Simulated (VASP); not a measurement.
Crystal: Ta.

```xyz
1
Lattice="-1.6799 1.6799 1.6175 1.6799 -1.6799 1.6175 1.6799 1.6799 -1.6175" Properties=species:S:1:pos:R:3 pbc="T T T"
Ta    0.0000    0.0000    1.6175
```

The cell was generated, and may not be a known phase.

| Property | Result |
| --- | --- |
| Program | VASP 6.6.1 |
| Task | relaxation of cell and atoms |
| Functional | PBE |
| Potentials or basis | VASP PAW PBE potentials, release 64 (Ta_pv) |
| Cutoff | 600 eV |
| k mesh | 8 × 8 × 8 |
| Occupations | gaussian, width 0.1 eV |
| Spin | no spin polarisation |

At the start: pressure -1.2 GPa; volume 18.26 Å³/atom.

Task: Where does the relaxation end?

Result: Over 4 steps the energy falls by 7.4 meV/atom and the volume is 18.11 Å³/atom (-0.8 %); space group I4/mmm (No. 139, to 0.1 Å) before, Im-3m (No. 229, to 0.1 Å).

Step by step:
| step | energy change (eV) | largest force (eV/Å) | pressure (GPa) | volume (Å³) |
| --- | --- | --- | --- | --- |
| 1 | 0.0000 | 0.0000 | -1.25 | 18.26 |
| 2 | -0.0047 | 0.0000 | 2.69 | 17.88 |
| 3 | -0.0050 | 0.0000 | 1.96 | 17.95 |
| 4 | -0.0074 | 0.0000 | 0.07 | 18.11 |

Final structure:
```
CELL_PARAMETERS angstrom
-1.65215 1.65215 1.65834
1.65215 -1.65215 1.65834
1.65215 1.65215 -1.65834
ATOMIC_POSITIONS crystal
Ta 0.50000 0.50000 0.00000
```
